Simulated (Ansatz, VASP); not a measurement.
# AlGa3N4 in VASP and in Ansatz

File INCAR:

```
SYSTEM = AlGa3N4
ALGO = Normal
EDIFF = 1E-6
ENCUT = 1330
GGA_COMPAT = .FALSE.
ISIF = 2
ISMEAR = 0
LASPH = .TRUE.
LCHARG = .TRUE.
LELF = .TRUE.
LREAL = .FALSE.
LVHAR = .TRUE.
LWAVE = .FALSE.
NBANDS = 41
NELM = 120
PREC = Accurate
SIGMA = 0.05
```

File KPOINTS:

```
k-points
0
G
  6 6 6
  0 0 0
```

File POSCAR:

```
AlGa3N4
1.0
    4.3824846439      0.0515716627      0.0515716627
    0.0515716627      4.3824846439      0.0515716627
    0.0515716627      0.0515716627      4.3824846439
Al Ga N
1 3 4
Direct
    0.0000000000      0.0000000000      0.0000000000
    0.5000000000      0.5000000000      0.0000000000
    0.5000000000      0.0000000000      0.5000000000
    0.0000000000      0.5000000000      0.5000000000
    0.7548078379      0.7548078379      0.2451921621
    0.7548078379      0.2451921621      0.7548078379
    0.2451921621      0.7548078379      0.7548078379
    0.2451921621      0.2451921621      0.2451921621
```

Input for Ansatz:

```yaml
crystal:
  lattice:
    - [4.3824846439, 0.0515716627, 0.0515716627]
    - [0.0515716627, 4.3824846439, 0.0515716627]
    - [0.0515716627, 0.0515716627, 4.3824846439]
  atoms:
    - { symbol: Al, position: [0.0, 0.0, 0.0] }
    - { symbol: Ga, position: [0.5, 0.5, 0.0] }
    - { symbol: Ga, position: [0.5, 0.0, 0.5] }
    - { symbol: Ga, position: [0.0, 0.5, 0.5] }
    - { symbol: "N", position: [0.7548078379, 0.7548078379, 0.2451921621] }
    - { symbol: "N", position: [0.7548078379, 0.2451921621, 0.7548078379] }
    - { symbol: "N", position: [0.2451921621, 0.7548078379, 0.7548078379] }
    - { symbol: "N", position: [0.2451921621, 0.2451921621, 0.2451921621] }
basis:
  ecutwfc: 520.0
kpoints:
  mp_grid: { grid: [6, 6, 6] }
hamiltonian:
  xc: lda
  pseudopotentials: { kind: paw, azcp: { folder: soft_1 } }
scf:
  occupations: { method: gaussian, width: 0.05 }
output:
  forces: true
  stress: true
  eigenvalues: true
```

Change from the starting cell: equal engineering shear yz, xz and xy +0.0233, equal normal strain along x, y and z -0.0100.

Alike in both runs: task single point; functional LDA; k mesh 6 × 6 × 6; occupations gaussian, width 0.05 eV; no spin polarisation.

|  | VASP | Ansatz |
| --- | --- | --- |
| version | VASP 6.6.1 | Ansatz 0.2.0 |
| potentials or method | VASP PAW LDA potentials, release 64 (Al, Ga_d, N_h), cutoff 1330 eV | scalar-relativistic, plane waves, PAW |
| valence electrons in the cell | 62 | 62 |

Ansatz gave:

```
gap on the k mesh at the Fermi level (eV)                     : 2.69
least direct gap on the mesh (eV)                             : 2.69
pressure (GPa)                                                : 7.0
traceless stress, the component that is largest in VASP (GPa) : -5.28
rms of the force components (eV/Å)                            : 0.225
```

Task: Which values does VASP return?

Result: gap on the k mesh at the Fermi level (eV): 2.70; least direct gap on the mesh (eV): 2.70; pressure (GPa): 8.1; traceless stress, the component that is largest in VASP (GPa): -5.35; rms of the force components (eV/Å): 0.234.

Ansatz warns that its potentials were made for another functional, while VASP's fit it. LDA's correlation is that of Perdew and Zunger in VASP and of Perdew and Wang (1992) in Ansatz. Atom by atom the forces differ by 0.015 eV/Å (rms over components).
